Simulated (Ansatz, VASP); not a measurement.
**BN in VASP and in Ansatz**

```
B N
1.0
     0.00000    1.80750    1.80750
     1.80750    0.00000    1.80750
     1.80750    1.80750    0.00000
B N
1 1
Direct
  0.03492 0.99145 0.98015
  0.28553 0.24083 0.23093
```

Alike in both runs: task single point; functional r2SCAN; k mesh 7 × 7 × 7; no spin polarisation.

|  | VASP | Ansatz |
| --- | --- | --- |
| version | VASP 6.6.1 | Ansatz 0.2.0 |
| potentials or method | VASP PAW PBE potentials, release 64 (B, N), cutoff 520 eV | plane waves, PAW |
| occupations | gaussian, width 0.01 eV | fixed |
| valence electrons in the cell | 8 | 8 |

|  | VASP | Ansatz | Ansatz less VASP |
| --- | --- | --- | --- |
| rms of the force components (eV/Å) | 0.035 | 0.035 | -0.0001 |

VASP's potentials were made for PBE, not for r2SCAN. Atom by atom the forces differ by 0.000 eV/Å (rms over components).

The k mesh is coarse, so the values compare programs but aren't converged.
